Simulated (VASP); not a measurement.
The system is In4P.

```xyz
5
Lattice="5.2338 0.0000 0.0000 0.0000 5.2338 0.0000 0.0000 0.0000 5.2338" Properties=species:S:1:pos:R:3 pbc="T T T"
In    2.6169    0.0000    0.0000
In    0.0000    2.6169    0.0000
In    0.0000    0.0000    2.6169
In    0.0000    0.0000    0.0000
P     2.6169    2.6169    2.6169
```

The cell was generated, and may not be a known phase.

```yaml
Program: VASP 6.6.1
Task: relaxation of cell and atoms
Functional: PBE
Potentials_or_basis: VASP PAW PBE potentials, release 64 (In_d, P)
Cutoff: 600 eV
k_mesh: 4 × 4 × 4
Occupations: gaussian, width 0.1 eV
Spin: no spin polarisation
```

At the start: pressure 6.0 GPa; volume 28.67 Å³/atom.

Problem. Where does the relaxation end?

Solution. Over 3 steps the energy falls by 69.5 meV/atom and the volume is 32.96 Å³/atom (+15.0 %); space group Pm-3m (No. 221, to 0.1 Å) before and after.

The path:
| step | energy change (eV) | largest force (eV/Å) | pressure (GPa) | volume (Å³) |
| --- | --- | --- | --- | --- |
| 1 | 0.0000 | 0.0000 | 5.97 | 143.37 |
| 2 | -0.3460 | 0.0000 | -0.31 | 166.72 |
| 3 | -0.3477 | 0.0000 | 0.02 | 164.81 |

Final structure:
```yaml
crystal:
  lattice:
    - [5.48266, 0.00000, 0.00000]
    - [0.00000, 5.48266, 0.00000]
    - [0.00000, 0.00000, 5.48266]
  atoms:
    - { symbol: In, position: [0.50000, 0.00000, 0.00000] }
    - { symbol: In, position: [0.00000, 0.50000, 0.00000] }
    - { symbol: In, position: [0.00000, 0.00000, 0.50000] }
    - { symbol: In, position: [0.00000, 0.00000, 0.00000] }
    - { symbol: P, position: [0.50000, 0.50000, 0.50000] }
```
